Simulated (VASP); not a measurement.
A run of VASP 6.6.1:

Contents of POSCAR:

```
HfN
1.0
    3.1751483831      0.0000000000      0.0000000000
   -1.5875741916      2.7497591606      0.0000000000
    0.0000000000      0.0000000000      5.4880491538
Hf N
2 2
Direct
    0.3333333333      0.6666666667      0.2500000000
    0.6666666667      0.3333333333      0.7500000000
    0.0000000000      0.0000000000      0.5000000000
    0.0000000000      0.0000000000      0.0000000000
```

The input INCAR.step1:

```
PREC = Accurate
ENCUT = 520
ISMEAR = -1
SIGMA = 0.05
LREAL = F
LASPH = T
NELM = 60
NBANDS = 23
GGA = PE
ALGO = Normal
EDIFF = 1E-4
LWAVE = T
LCHARG = F
```

INCAR.step2

```
PREC = Accurate
ENCUT = 520
EDIFF = 1E-6
ISMEAR = -1
SIGMA = 0.05
LREAL = F
LASPH = T
NELM = 60
ALGO = Normal
ISIF = 2
LWAVE = F
LCHARG = F
METAGGA = R2SCAN
LMIXTAU = T
NBANDS = 23
ISTART = 1
```

File KPOINTS:

```
regular mesh
0
Gamma
  10 10 5
```

Potentials or basis: VASP PAW PBE potentials, release 64 (Hf_pv, N).

Run with:

```sh
$ cat potpaw_PBE.64/Hf_pv/POTCAR potpaw_PBE.64/N/POTCAR > POTCAR
$ cp INCAR.step1 INCAR
$ mpirun -np 1 vasp_std > vasp.out
$ cp INCAR.step2 INCAR
$ mpirun -np 1 vasp_std > vasp.out
```

Hardware: 1 thread of Intel(R) Xeon(R) 6975P-C (Granite Rapids), on a shared host.

Question: Estimate the wall time of this run.

Answer: Run time: 67 s on 1 thread of Intel(R) Xeon(R) 6975P-C (Granite Rapids), with other jobs on the host, peak memory 0.19 GiB. Counts: k points 42.
